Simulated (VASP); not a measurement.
# InP in VASP: a series of runs, part 2 of 2

VASP 6.6.1. The steps go on from the part before.

### Step 3. Electric field gradients, PBEsol (volume scaled by 1.06)

INCAR

```
SYSTEM = InP
PREC = Accurate ; ENCUT = 520
EDIFF = 1E-8 ; ISMEAR = -1
SIGMA = 0.03 ; LREAL = .FALSE.
LASPH = .TRUE. ; NELM = 60
ALGO = Normal ; ISIF = 2
LWAVE = .FALSE. ; LCHARG = .FALSE.
GGA = PS ; LEFG = .TRUE.
NBANDS = 16
```

KPOINTS

```
Automatic mesh
0
G
  11 11 11
  0 0 0
```

POSCAR

```
InP
1.0
    0.0000000000      2.9109946080      2.9109946080
    2.9109946080      0.0000000000      2.9109946080
    2.9109946080      2.9109946080      0.0000000000
In P
1 1
Direct
    0.0000000000      0.0000000000      0.0000000000
    0.5000000000      0.5000000000      0.5000000000
```

Potentials or basis: VASP PAW PBE potentials, release 64 (In_d, P).

Command:

```bash
cat potpaw_PBE.64/In_d/POTCAR potpaw_PBE.64/P/POTCAR > POTCAR
mpirun -np 1 vasp_std > vasp.out
```

OUTCAR:

```text
SYSTEM = InP
   PREC = Accurate
   ENCUT = 520
   EDIFF = 1E-8
   ISMEAR = -1
   LREAL = .FALSE.
   LASPH = .TRUE.
   NELM = 60
   ISIF = 2
   GGA = PS

 ion  position               nearest neighbor table
   1  0.000  0.000  0.000-   2 2.91   2 2.91   2 2.91   2 2.91   2 2.91   2 2.91
   2  0.500  0.500  0.500-   1 2.91   1 2.91   1 2.91   1 2.91   1 2.91   1 2.91

  LATTYP: Found a face centered cubic cell.
 ALAT       =     5.8219892160

  Lattice vectors:

 A1 = (   0.0000000000,   2.9109946080,   2.9109946080)
[... 668 lines left out ...]
  ---------------------------------------------------
  free  energy   TOTEN  =        -8.4691996501 eV

  energy  without entropy=       -8.4663967470  energy(sigma->0) =       -8.46779820

 Electric field gradients (V/A^2)
---------------------------------------------------------------------
 ion       V_xx      V_yy      V_zz      V_xy      V_xz      V_yz
---------------------------------------------------------------------
   1      -0.000    -0.000     0.000     0.002     0.002     0.002
   2      -0.000    -0.000    -0.000    -0.000    -0.000    -0.000
---------------------------------------------------------------------

 Electric field gradients after diagonalization (V/A^2)
 (convention: |V_zz| > |V_xx| > |V_yy|)
----------------------------------------------------------------------
 ion       V_xx      V_yy      V_zz     asymmetry (V_yy - V_xx)/ V_zz
----------------------------------------------------------------------
   1      -0.002    -0.002     0.004       0.000
   2       0.000     0.000    -0.000       0.000
----------------------------------------------------------------------

           NMR quadrupolar parameters

 Cq : quadrupolar parameter    Cq=e*Q*V_zz/h
 eta: asymmetry parameters     (V_yy - V_xx)/ V_zz
 Q  : nuclear electric quadrupole moment in mb (millibarn)
----------------------------------------------------------------------
 ion       Cq(MHz)       eta       Q (mb)
----------------------------------------------------------------------
   1       0.000       0.000       1.000
   2      -0.000       0.000       1.000
----------------------------------------------------------------------
```

OSZICAR:

```text
N       E                     dE             d eps       ncg     rms          rms(c)
DAV:   1     0.108560263419E+03    0.10856E+03   -0.83462E+03  1800   0.126E+03
DAV:   2    -0.147232753402E+01   -0.11003E+03   -0.10530E+03  1968   0.296E+02
DAV:   3    -0.853027542903E+01   -0.70579E+01   -0.69635E+01  2384   0.721E+01
DAV:   4    -0.870594120448E+01   -0.17567E+00   -0.17560E+00  2224   0.120E+01
DAV:   5    -0.871405091134E+01   -0.81097E-02   -0.81095E-02  2712   0.227E+00    0.349E+00
DAV:   6    -0.847773043598E+01    0.23632E+00   -0.46726E-01  2688   0.102E+01    0.191E+00
DAV:   7    -0.847116443642E+01    0.65660E-02   -0.44402E-02  2400   0.165E+00    0.856E-01
DAV:   8    -0.846919026259E+01    0.19742E-02   -0.37701E-03  2192   0.608E-01    0.816E-02
DAV:   9    -0.846918489974E+01    0.53628E-05   -0.23520E-04  2736   0.170E-01    0.594E-02
DAV:  10    -0.846919717383E+01   -0.12274E-04   -0.24617E-05  2152   0.366E-02    0.169E-02
DAV:  11    -0.846919981557E+01   -0.26417E-05   -0.28883E-06  2416   0.161E-02    0.182E-03
DAV:  12    -0.846919969684E+01    0.11873E-06   -0.12386E-07  2264   0.282E-03    0.979E-04
DAV:  13    -0.846919964607E+01    0.50768E-07   -0.10040E-08  2112   0.683E-04    0.328E-04
DAV:  14    -0.846919965006E+01   -0.39936E-08   -0.12010E-09  1344   0.336E-04
   1 F= -.84691997E+01 E0= -.84677982E+01  d E =-.280290E-02
```

stdout:

```text
POSCAR found type information on POSCAR InP
 POSCAR found :  2 types and       2 ions
 scaLAPACK will be used
 -----------------------------------------------------------------------------
|                                                                             |
|                                                                             |
|     You enforced a specific xc type in the INCAR file but a different       |
|     I HOPE YOU KNOW WHAT YOU ARE DOING!                                     |
|                                                                             |
 -----------------------------------------------------------------------------

 LDA part: xc-table for (Slater+PW92), standard interpolation
 POSCAR, INCAR and KPOINTS ok, starting setup
 FFT: planning ... GRIDC
 FFT: planning ... GRID_SOFT
 FFT: planning ... GRID
 WAVECAR not read
 entering main loop
ion   1

ion   2
```

Wall time 26 s (1 thread of AMD EPYC 9R45 (Zen 5), shared host); peak memory 0.16 GiB.

What came out:

```
Free energy            : -8.4692 eV
Pressure               : -10.2 GPa
Band gap on the k mesh : zero (band 9 reaches 5.50 eV, above the bottom of band 10 at 3.35 eV)
```

Caveat: without QUAD_EFG the Cq values of the log hold for a quadrupole moment of 1 mb, not for the nuclei; the PAW data sets were made with another functional, which shifts forces and pressure a little; spin-orbit coupling is left out, which moves the levels of the heavy elements.

### Step 4. Electric field gradients, PBEsol (equal xy, yz and zx shear strains of -3 %)

INCAR

```
SYSTEM = InP
PREC = Accurate
ENCUT = 520
EDIFF = 1E-8
ISMEAR = -1
SIGMA = 0.03
LREAL = .FALSE.
LASPH = .TRUE.
NELM = 60
ALGO = Normal
ISIF = 2
LWAVE = .FALSE.
LCHARG = .FALSE.
GGA = PS
LEFG = .TRUE.
NBANDS = 16
```

KPOINTS is that of step 3.

POSCAR

```
InP
1.0
   -0.0856500000      2.8121750000      2.8121750000
    2.8121750000     -0.0856500000      2.8121750000
    2.8121750000      2.8121750000     -0.0856500000
In P
1 1
Direct
    0.0000000000      0.0000000000      0.0000000000
    0.5000000000      0.5000000000      0.5000000000
```

Potentials or basis: VASP PAW PBE potentials, release 64 (In_d, P).

Command:

```bash
cat potpaw_PBE.64/In_d/POTCAR potpaw_PBE.64/P/POTCAR > POTCAR
mpirun -np 1 vasp_std > vasp.out
```

OUTCAR:

```text
SYSTEM = InP
   PREC = Accurate
   ENCUT = 520
   EDIFF = 1E-8
   ISMEAR = -1
   LREAL = .FALSE.
   LASPH = .TRUE.
   NELM = 60
   ISIF = 2
   GGA = PS

 ion  position               nearest neighbor table
   1  0.000  0.000  0.000-   2 2.86   2 2.86   2 2.86   2 2.86   2 2.86   2 2.86
   2  0.500  0.500  0.500-   1 2.86   1 2.86   1 2.86   1 2.86   1 2.86   1 2.86

  LATTYP: Found a trigonal (rhomboedric) cell.
 ALAT       =     3.9779382076
 COS(alpha) =     0.4693254694

  Lattice vectors:

 A1 = (  -0.0856500000,   2.8121750000,   2.8121750000)
 A2 = (   2.8121750000,  -0.0856500000,   2.8121750000)
 A3 = (   2.8121750000,   2.8121750000,  -0.0856500000)

Analysis of symmetry for initial positions (statically):
=====================================================================
 Subroutine PRICEL returns:
 Original cell was already a primitive cell.

 Routine SETGRP: Setting up the symmetry group for a
[... 647 lines left out ...]
      direct lattice vectors                 reciprocal lattice vectors
    -0.085650000  2.812175000  2.812175000    -0.169875007  0.175211394  0.175211394
     2.812175000 -0.085650000  2.812175000     0.175211394 -0.169875007  0.175211394
     2.812175000  2.812175000 -0.085650000     0.175211394  0.175211394 -0.169875007

 POSITION                                       TOTAL-FORCE (eV/Angst)
 -----------------------------------------------------------------------------------
      0.00000      0.00000      0.00000        -0.000000      0.000000     -0.000000
      2.76935      2.76935      2.76935         0.000000     -0.000000      0.000000
 -----------------------------------------------------------------------------------
    total drift:                               -0.000000      0.000000      0.000000

  FREE ENERGIE OF THE ION-ELECTRON SYSTEM (eV)
  ---------------------------------------------------
  free  energy   TOTEN  =        -8.6209192629 eV

  energy  without entropy=       -8.6181453758  energy(sigma->0) =       -8.61953232

 Electric field gradients (V/A^2)
---------------------------------------------------------------------
 ion       V_xx      V_yy      V_zz      V_xy      V_xz      V_yz
---------------------------------------------------------------------
   1       0.000    -0.000     0.000     5.914     5.914     5.914
   2      -0.000    -0.000    -0.000     1.008     1.008     1.008
---------------------------------------------------------------------

 Electric field gradients after diagonalization (V/A^2)
 (convention: |V_zz| > |V_xx| > |V_yy|)
----------------------------------------------------------------------
 ion       V_xx      V_yy      V_zz     asymmetry (V_yy - V_xx)/ V_zz
----------------------------------------------------------------------
   1      -5.914    -5.914    11.828       0.000
   2      -1.008    -1.008     2.015       0.000
----------------------------------------------------------------------

           NMR quadrupolar parameters

 Cq : quadrupolar parameter    Cq=e*Q*V_zz/h
 eta: asymmetry parameters     (V_yy - V_xx)/ V_zz
 Q  : nuclear electric quadrupole moment in mb (millibarn)
----------------------------------------------------------------------
 ion       Cq(MHz)       eta       Q (mb)
----------------------------------------------------------------------
   1       0.029       0.000       1.000
   2       0.005       0.000       1.000
----------------------------------------------------------------------
```

OSZICAR:

```text
N       E                     dE             d eps       ncg     rms          rms(c)
DAV:   1     0.106038114823E+03    0.10604E+03   -0.84295E+03  4728   0.128E+03
DAV:   2    -0.223460317362E+01   -0.10827E+03   -0.10379E+03  5304   0.299E+02
DAV:   3    -0.871387639698E+01   -0.64793E+01   -0.63950E+01  6216   0.696E+01
DAV:   4    -0.887197874114E+01   -0.15810E+00   -0.15806E+00  5752   0.114E+01
DAV:   5    -0.887950097123E+01   -0.75222E-02   -0.75220E-02  7016   0.218E+00    0.386E+00
DAV:   6    -0.863115970181E+01    0.24834E+00   -0.47590E-01  6904   0.110E+01    0.215E+00
DAV:   7    -0.862301040350E+01    0.81493E-02   -0.50623E-02  6416   0.188E+00    0.926E-01
DAV:   8    -0.862093137449E+01    0.20790E-02   -0.38629E-03  5672   0.662E-01    0.969E-02
DAV:   9    -0.862090780875E+01    0.23566E-04   -0.25180E-04  7464   0.200E-01    0.636E-02
DAV:  10    -0.862091670015E+01   -0.88914E-05   -0.22513E-05  5464   0.369E-02    0.216E-02
DAV:  11    -0.862091932584E+01   -0.26257E-05   -0.33069E-06  6216   0.166E-02    0.247E-03
DAV:  12    -0.862091930052E+01    0.25327E-07   -0.18238E-07  5920   0.462E-03    0.162E-03
DAV:  13    -0.862091928925E+01    0.11263E-07   -0.78929E-09  4712   0.910E-04    0.996E-04
DAV:  14    -0.862091926357E+01    0.25685E-07   -0.44056E-09  3672   0.594E-04    0.860E-05
DAV:  15    -0.862091926289E+01    0.68189E-09   -0.60824E-10  3184   0.239E-04
   1 F= -.86209193E+01 E0= -.86195323E+01  d E =-.277389E-02
```

Run time: 3.3 min. Hardware: 1 thread of Intel Xeon 8259CL, shared host; peak memory 0.25 GiB.

Results:

* Free energy: -8.6209 eV
* Pressure: -8.2 GPa
* Band gap on the k mesh: zero (band 9 reaches 6.24 eV, above the bottom of band 10 at 4.02 eV)

Electric field gradients, principal values (V/Å²):
```tsv
atom	least	middle	greatest (by size)
1 In	-5.914	-5.914	11.828
2 P	-1.008	-1.008	2.015
```

Caveat: the cell differs from its parent crystal (equal xy, yz and zx shear strains of -3 %); without QUAD_EFG the Cq values of the log hold for a quadrupole moment of 1 mb, not for the nuclei; the PAW data sets were made with another functional, which shifts forces and pressure a little; spin-orbit coupling is left out, which moves the levels of the heavy elements.

### Step 5. Summary

| cell | gap on the mesh (eV) | pressure (GPa) |
| --- | --- | --- |
| a = 4.091 Å, angles 60.0°, 2 atoms | none | -9.6 |
| a = 4.117 Å, angles 60.0°, 2 atoms | none | -10.2 |
| a = 3.978 Å, angles 62.0°, 2 atoms | none | -8.2 |

Alike in all rows: task electric field gradients; level PBEsol; potentials or basis VASP PAW PBE potentials, release 64 (In_d, P); no spin polarisation; k mesh 11 × 11 × 11; cutoff (eV) 520; smearing fermi-dirac 0.03 eV.

Caveats: the PAW data sets were made with another functional, which shifts forces and pressure a little; spin-orbit coupling is left out, which moves the levels of the heavy elements.

Total energies depend on the potentials used, so only differences within one code and one set of settings carry meaning.
